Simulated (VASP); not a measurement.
# Mg3SnO (Pm-3m) in VASP: notebook

Aim: see how the results for Mg3SnO move with the level of theory and the settings. Levels: r2SCAN, PBE. Tasks: relaxation of cell and atoms, single point.

All numbers are computed with VASP 6.6.1; they aren't measurements. Logs are shortened: lines on timing, memory, paths and dates and some standing lists are left out, and cuts for length are marked.

## (1) The cell of the first run

Symmetry: Pm-3m, No. 221, cubic system. Conventional cell: a = 4.389 Å, b = 4.389 Å, c = 4.389 Å, α = 90.00°, β = 90.00°, γ = 90.00°. Within 4.1 Å of Sn (site symmetry m-3m) lie 12 Mg at 3.10 Å and 8 O at 3.80 Å. O (site symmetry m-3m) has 6 Mg at 2.19 Å within 2.9 Å. Mg (site symmetry 4/mmm) has 2 O at 2.19 Å within 2.9 Å.

## (2) Relaxation of cell and atoms, r2SCAN

File POSCAR:

```
Mg3SnO
1.0
    4.3888062297      0.0000000000      0.0000000000
    0.0000000000      4.3888062297      0.0000000000
    0.0000000000      0.0000000000      4.3888062297
Sn O Mg
1 1 3
Direct
    0.0000000000      0.0000000000      0.0000000000
    0.5000000000      0.5000000000      0.5000000000
    0.5000000000      0.5000000000      0.0000000000
    0.5000000000      0.0000000000      0.5000000000
    0.0000000000      0.5000000000      0.5000000000
```

File INCAR.step1:

```
PREC = Accurate ; ENCUT = 600
ISMEAR = -1 ; SIGMA = 0.02
LREAL = F ; LASPH = T
NELM = 60 ; GGA = PE
ALGO = Normal ; EDIFF = 1E-4
LWAVE = T ; LCHARG = F
```

File INCAR.step2:

```
PREC = Accurate ; ENCUT = 600
EDIFF = 1E-7 ; ISMEAR = -1
SIGMA = 0.02 ; LREAL = F
LASPH = T ; NELM = 60
ALGO = Normal ; ISIF = 3
LWAVE = F ; LCHARG = F
METAGGA = R2SCAN ; LMIXTAU = T
IBRION = 2 ; NSW = 80
EDIFFG = -0.005 ; ISTART = 1
```

File KPOINTS:

```
Automatic mesh
0
Gamma
  6 6 6
```

Potentials or basis: VASP PAW PBE potentials, release 64 (Sn_d, O, Mg).

Started as:

```
$ cat potpaw_PBE.64/Sn_d/POTCAR potpaw_PBE.64/O/POTCAR potpaw_PBE.64/Mg/POTCAR > POTCAR
$ cp INCAR.step1 INCAR
$ mpirun -np 1 vasp_std > vasp.out
$ cp INCAR.step2 INCAR
$ mpirun -np 1 vasp_std > vasp.out
```

OUTCAR:

```text
PREC = Accurate
   ENCUT = 600
   EDIFF = 1E-7
   ISMEAR = -1
   LREAL = F
   LASPH = T
   NELM = 60
   ISIF = 3
   METAGGA = R2SCAN
   IBRION = 2
   NSW = 80
   EDIFFG = -0.005
   ISTART = 1

 ion  position               nearest neighbor table
   1  0.000  0.000  0.000-   3 3.10   4 3.10   5 3.10   4 3.10   5 3.10   3 3.10   5 3.10   5 3.10
                             3 3.10   4 3.10   4 3.10   3 3.10
   2  0.500  0.500  0.500-   3 2.19   4 2.19   5 2.19   3 2.19   4 2.19   5 2.19
   3  0.500  0.500  0.000-   2 2.19   2 2.19   4 3.10   5 3.10   1 3.10   4 3.10   5 3.10   1 3.10
                             4 3.10   4 3.10   1 3.10   5 3.10   5 3.10   1 3.10
   4  0.500  0.000  0.500-   2 2.19   2 2.19   3 3.10   5 3.10   1 3.10   3 3.10   1 3.10   3 3.10
                             5 3.10   3 3.10   1 3.10   5 3.10   1 3.10   5 3.10
   5  0.000  0.500  0.500-   2 2.19   2 2.19   3 3.10   4 3.10   1 3.10   3 3.10   1 3.10   4 3.10
                             1 3.10   1 3.10   3 3.10   4 3.10   3 3.10   4 3.10

  LATTYP: Found a simple cubic cell.
 ALAT       =     4.3888062297

  Lattice vectors:

 A1 = (   4.3888062297,   0.0000000000,   0.0000000000)
 A2 = (   0.0000000000,   4.3888062297,   0.0000000000)
 A3 = (   0.0000000000,   0.0000000000,   4.3888062297)

Analysis of symmetry for initial positions (statically):
=====================================================================
 Subroutine PRICEL returns:
 Original cell was already a primitive cell.

 Routine SETGRP: Setting up the symmetry group for a
 simple cubic supercell.

 Subroutine GETGRP returns: Found 48 space group operations
 (whereof 48 operations were pure point group operations)
 out of a pool of 48 trial point group operations.

The static configuration has the point symmetry O_h .

Analysis of symmetry for dynamics (positions and initial velocities):
=====================================================================
 Subroutine PRICEL returns:
 Original cell was already a primitive cell.

 Routine SETGRP: Setting up the symmetry group for a
 simple cubic supercell.

 Subroutine GETGRP returns: Found 48 space group operations
 (whereof 48 operations were pure point group operations)
 out of a pool of 48 trial point group operations.

The dynamic configuration has the point symmetry O_h .

 Subroutine INISYM returns: Found 48 space group operations
 (whereof 48 operations are pure point group operations),
 and found     1 'primitive' translations

----------------------------------------------------------------------------------------

                                     Primitive cell

  volume of cell :      84.5355

  direct lattice vectors                    reciprocal lattice vectors
     4.388806230  0.000000000  0.000000000     0.227852393  0.000000000  0.000000000
     0.000000000  4.388806230  0.000000000     0.000000000  0.227852393  0.000000000
     0.000000000  0.000000000  4.388806230     0.000000000  0.000000000  0.227852393

  length of vectors
     4.388806230  4.388806230  4.388806230     0.227852393  0.227852393  0.227852393

  position of ions in fractional coordinates (direct lattice)
     0.000000000  0.000000000  0.000000000
     0.500000000  0.500000000  0.500000000
     0.500000000  0.500000000  0.000000000
     0.500000000  0.000000000  0.500000000
     0.000000000  0.500000000  0.500000000

  ion indices of the primitive-cell ions
   primitive index   ion index
                 1           1
                 2           2
                 3           3
                 4           4
                 5           5

----------------------------------------------------------------------------------------

 KPOINTS: Automatic mesh

Automatic generation of k-mesh.
 Grid dimensions read from file:
 generate k-points for:    6    6    6

 Generating k-lattice:

  Cartesian coordinates                     Fractional coordinates (reciprocal lattice)
     0.037975399  0.000000000  0.000000000     0.166666667  0.000000000  0.000000000
     0.000000000  0.037975399  0.000000000     0.000000000  0.166666667  0.000000000
     0.000000000  0.000000000  0.037975399     0.000000000  0.000000000  0.166666667

  Length of vectors
     0.037975399  0.037975399  0.037975399

  Shift w.r.t. Gamma in fractional coordinates (k-lattice)
     0.000000000  0.000000000  0.000000000

 Subroutine IBZKPT returns following result:
 ===========================================

 Found     20 irreducible k-points:

 Following reciprocal coordinates:
            Coordinates               Weight
  0.000000  0.000000  0.000000      1.000000
  0.166667  0.000000  0.000000      6.000000
  0.333333  0.000000  0.000000      6.000000
  0.500000  0.000000  0.000000      3.000000
  0.166667  0.166667  0.000000     12.000000
  0.333333  0.166667  0.000000     24.000000
[... 12 lines left out ...]
  0.500000  0.500000  0.333333      6.000000
  0.500000  0.500000  0.500000      1.000000
   k-points           NKPTS =     20   k-points in BZ     NKDIM =     20   number of bands    NBANDS=     17
   number of dos      NEDOS =    301   number of ions     NIONS =      5
   total plane-waves  NPLWV =  46656
   dimension x,y,z NGX =    36 NGY =   36 NGZ =   36
   dimension x,y,z NGXF=    72 NGYF=   72 NGZF=   72
   ions per type =               1   1   3
   NGX,Y,Z   is equivalent  to a cutoff of  13.64, 13.64, 13.64 a.u.
   NGXF,Y,Z  is equivalent  to a cutoff of  27.27, 27.27, 27.27 a.u.
 SYSTEM =  unknown system
   PREC   = accura    normal or accurate (medium, high low for compatibility)
   ISTART =      1    job   : 0-new  1-cont  2-samecut
   ICHARG =      0    charge: 1-file 2-atom 10-const
   ISPIN  =      1    spin polarized calculation?
   LNONCOLLINEAR =      F non collinear calculations
   LSORBIT =      F    spin-orbit coupling
   LASPH  =      T    aspherical Exc in radial PAW
   ENCUT  =  600.0 eV  44.10 Ry    6.64 a.u.   8.77  8.77  8.77*2*pi/ulx,y,z
   NELM   =     60;   NELMIN=  2; NELMDL=  0     # of ELM steps
   EDIFF  = 0.1E-06   stopping-criterion for ELM
   LREAL  =      F    real-space projection
   EDIFFG = -.5E-02   stopping-criterion for IOM
   NSW    =     80    number of steps for IOM
   IBRION =      2    ionic relax: 0-MD 1-quasi-New 2-CG
   NFREE  =      1    steps in history (QN), initial steepest desc. (CG)
   ISIF   =      3    stress and relaxation
   ISYM   =      2    0-nonsym 1-usesym 2-fastsym
   POTIM  = 0.5000    time-step for ionic-motion
   TEBEG  =    0.0;   TEEND  =   0.0 temperature during run
   PSTRESS=    0.0 pullay stress
   NELECT =      26.0000    total number of electrons
   NUPDOWN=      -1.0000    fix difference up-down
   EMIN   =  10.00;   EMAX   =-10.00  energy-range for DOS
   EFERMI =   0.00;   METHOD = LEGACY
   ISMEAR =    -1;   SIGMA  =   0.02  broadening in eV -4-tet -1-fermi 0-gaus
   EFERMI_NEDOS =   21; number of points for ismear=-14 and -15
   IALGO  =     38    algorithm
   IMIX   =      4    mixing-type and parameters
     AMIX     =   0.40;   BMIX     =  1.00
     AMIX_MAG =   1.60;   BMIX_MAG =  1.00
  volume/ion in A,a.u.               =      16.91       114.09
  Fermi-wavevector in a.u.,A,eV,Ry     =   1.105061  2.088262 16.614884  1.221160
  Thomas-Fermi vector in A             =   2.241543
   LORBIT       =      0    0 simple, 1 ext, 2 COOP (PROOUT), +10 PAW based schemes
   METAGGA = R2SCAN    functional components
   LHFCALC =     F    Hartree Fock is set to
   AEXX    =    0.0000 exact exchange contribution
   IVDW    =     0    specifies the selected vdW correction
   LEPSILON=     F    determine dielectric tensor
   LRPA    =     F    only Hartree local field effects (RPA)
 conjugate gradient relaxation of ions
 non-spin polarized calculation
  energy-cutoff  :      600.00
  volume of cell :       84.54
 maximum number of plane-waves:      2872
 NGX is ok and might be reduce to    36
   NGX = 17   NGY = 17   NGZ = 17

--------------------------------------- Ionic step        1  -------------------------------------------

 number of electron      25.9999988 magnetization

 Free energy of the ion-electron system (eV)
  ---------------------------------------------------
  ext. energy  EPLUGINS =         0.00000000
  ---------------------------------------------------
  free energy    TOTEN  =       -48.91724385 eV

  energy without entropy =      -48.91557213  energy(sigma->0) =      -48.91640799

------------------------ aborting loop because EDIFF is reached ----------------------------------------

  FORCE on cell =-STRESS in cart. coord.  units (eV):
  Direction    XX          YY          ZZ          XY          YZ          ZX
  --------------------------------------------------------------------------------------
  -------------------------------------------------------------------------------------
  Total       -1.3975549     -1.3975549     -1.3975549      0.0000000      0.0000000      0.0000000
  in kB      -26.4874558    -26.4874558    -26.4874558      0.0000000      0.0000000      0.0000000
  external PRESSURE =     -26.4874558 kB  Pullay stress =       0.0000000 kB

 VOLUME and BASIS-vectors are now :
 -----------------------------------------------------------------------------
  energy-cutoff  :      600.00
  volume of cell :       84.54
      direct lattice vectors                 reciprocal lattice vectors
     4.388806230  0.000000000  0.000000000     0.227852393  0.000000000  0.000000000
     0.000000000  4.388806230  0.000000000     0.000000000  0.227852393  0.000000000
     0.000000000  0.000000000  4.388806230     0.000000000  0.000000000  0.227852393
[... 40 lines left out ...]
 POSITION                                       TOTAL-FORCE (eV/Angst)
 -----------------------------------------------------------------------------------
      0.00000      0.00000      0.00000        -0.000000      0.000000      0.000000
      2.16481      2.16481      2.16481         0.000000      0.000000      0.000000
      2.16481      2.16481      0.00000        -0.000000      0.000000      0.000000
      2.16481      0.00000      2.16481        -0.000000      0.000000      0.000000
      0.00000      2.16481      2.16481        -0.000000      0.000000      0.000000
 -----------------------------------------------------------------------------------
    total drift:                                0.000000      0.000000      0.000000

  FREE ENERGIE OF THE ION-ELECTRON SYSTEM (eV)
  ---------------------------------------------------
  free  energy   TOTEN  =       -48.9428223251 eV

  energy  without entropy=      -48.9407524884  energy(sigma->0) =      -48.94178741

--------------------------------------- Ionic step        3  -------------------------------------------

 number of electron      26.0000003 magnetization

 Free energy of the ion-electron system (eV)
  ---------------------------------------------------
  ext. energy  EPLUGINS =         0.00000000
  ---------------------------------------------------
  free energy    TOTEN  =       -48.94313929 eV

  energy without entropy =      -48.94102805  energy(sigma->0) =      -48.94208367

 E-fermi :   6.3150     XC(G=0): -10.6921

 val. band max:        6.3058105795   @ k =   0.5000   0.5000   0.1667
 cond. band min:       6.6904789553   @ k =   0.5000   0.5000   0.0000
 fundamental gap:      0.3846683758
 Fermi energy:         6.3149615069

 k-point     1 :       0.0000    0.0000    0.0000
  band No.  band energies     occupation
      1     -15.0616      2.00000
      2     -15.0616      2.00000
      3     -15.0616      2.00000
      4     -15.0599      2.00000
      5     -15.0599      2.00000
      6     -14.8514      2.00000
[... 9 lines left out ...]
     16       8.6984      0.00000
     17      12.6074      0.00000
[... 400 lines left out ...]
 POSITION                                       TOTAL-FORCE (eV/Angst)
 -----------------------------------------------------------------------------------
      0.00000      0.00000      0.00000        -0.000000      0.000000      0.000000
      2.16775      2.16775      2.16775         0.000000      0.000000      0.000000
      2.16775      2.16775      0.00000        -0.000000      0.000000      0.000000
      2.16775      0.00000      2.16775        -0.000000      0.000000      0.000000
      0.00000      2.16775      2.16775        -0.000000      0.000000      0.000000
 -----------------------------------------------------------------------------------
    total drift:                                0.000000      0.000000      0.000000

  FREE ENERGIE OF THE ION-ELECTRON SYSTEM (eV)
  ---------------------------------------------------
  free  energy   TOTEN  =       -48.9431392911 eV

  energy  without entropy=      -48.9410280455  energy(sigma->0) =      -48.94208367

 reached required accuracy - stopping structural energy minimisation
```

Wall time 4.5 min (1 thread of Intel Xeon 8259CL, shared host); peak memory 0.26 GiB.

Results:

```
Free energy                           : -48.9431 eV
Relaxed volume                        : 16.30 Å³/atom
Relaxed cell                          : a = 4.335 Å, b = 4.335 Å, c = 4.335 Å, α = 90.00°, β = 90.00°, γ = 90.00°
Space group after relaxing (to 0.1 Å) : Pm-3m (No. 221)
Energy gained by relaxing             : 5.2 meV/atom
Ionic steps                           : 3
Pressure after relaxing               : 0.0 GPa
Band gap on the k mesh                : 0.01 eV (least direct gap 0.50 eV)
```

Step by step:
```tsv
step	energy change (eV)	largest force (eV/Å)	pressure (GPa)	volume (Å³)
1	0.0000	0.0000	-2.65	84.54
2	-0.0256	0.0000	0.32	81.16
3	-0.0259	0.0000	0.00	81.49
```

Final structure:
```cif
data_structure
_symmetry_space_group_name_H-M 'P 1'
_symmetry_Int_Tables_number 1
_cell_length_a 4.3355
_cell_length_b 4.3355
_cell_length_c 4.3355
_cell_angle_alpha 90.000
_cell_angle_beta 90.000
_cell_angle_gamma 90.000
_cell_volume 81.49
loop_
_atom_site_label
_atom_site_type_symbol
_atom_site_fract_x
_atom_site_fract_y
_atom_site_fract_z
_atom_site_occupancy
Sn1 Sn 0.00000 0.00000 0.00000 1
O1 O 0.50000 0.50000 0.50000 1
Mg1 Mg 0.50000 0.50000 0.00000 1
Mg2 Mg 0.50000 0.00000 0.50000 1
Mg3 Mg 0.00000 0.50000 0.50000 1
```

Caveat: the smearing spreads over this small gap; the PAW data sets were made with another functional, which shifts forces and pressure a little; spin-orbit coupling is left out, which moves the levels of the heavy elements. A k mesh can miss the band edges.

(Continued in part 2 of 2.)

The gap in the log of VASP goes by the Fermi energy; the results here count the filled bands.